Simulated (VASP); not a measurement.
The system is MgO.

```
CELL_PARAMETERS angstrom
3.24058 0.00000 0.00000
-1.62029 2.80642 0.00000
0.00000 0.00000 5.19172
ATOMIC_POSITIONS crystal
Mg 0.33333 0.66667 0.50000
Mg 0.66667 0.33333 0.00000
O 0.66667 0.33333 0.37901
O 0.33333 0.66667 0.87901
```

| Quantity | Value |
| --- | --- |
| Program | VASP 6.6.1 |
| Task | relaxation of cell and atoms |
| Functional | PBEsol |
| Potentials or basis | VASP PAW PBE potentials, release 64 (Mg, O) |
| Cutoff | 600 eV |
| k mesh | 9 × 9 × 6 |
| Occupations | gaussian, width 0.02 eV |
| Spin | no spin polarisation |

At the start: pressure 0.8 GPa; volume 11.80 Å³/atom.

Question: Where does the relaxation end?

Answer: Over 14 steps the energy falls by 4.9 meV/atom and the volume is 11.81 Å³/atom (+0.1 %); space group P6_3mc (No. 186, to 0.05 Å).

The path:
```csv
step,energy change (eV),largest force (eV/Å),pressure (GPa),volume (Å³)
1,0.0000,0.1673,0.85,47.22
2,-0.0065,0.0809,-0.30,47.64
3,-0.0079,0.0361,-0.94,47.89
4,-0.0133,0.0428,-0.47,47.67
5,-0.0180,0.0741,0.43,47.21
6,-0.0180,0.0788,0.54,47.16
7,-0.0195,0.0143,-0.17,47.33
8,-0.0195,0.0062,-0.05,47.31
9,-0.0195,0.0080,-0.07,47.31
10,-0.0196,0.0013,-0.07,47.30
11,-0.0196,0.0022,-0.08,47.29
12,-0.0196,0.0031,-0.08,47.29
13,-0.0196,0.0002,0.08,47.22
14,-0.0196,0.0013,0.02,47.25
```

Final structure:
```cif
data_structure
_symmetry_space_group_name_H-M 'P 1'
_symmetry_Int_Tables_number 1
_cell_length_a 3.3005
_cell_length_b 3.3005
_cell_length_c 5.0085
_cell_angle_alpha 90.000
_cell_angle_beta 90.000
_cell_angle_gamma 120.000
_cell_volume 47.25
loop_
_atom_site_label
_atom_site_type_symbol
_atom_site_fract_x
_atom_site_fract_y
_atom_site_fract_z
_atom_site_occupancy
Mg1 Mg 0.33333 0.66667 0.49070 1
Mg2 Mg 0.66667 0.33333 0.99070 1
O1 O 0.66667 0.33333 0.38831 1
O2 O 0.33333 0.66667 0.88831 1
```

Caveat: the PAW data sets were made with another functional, which shifts forces and pressure a little.
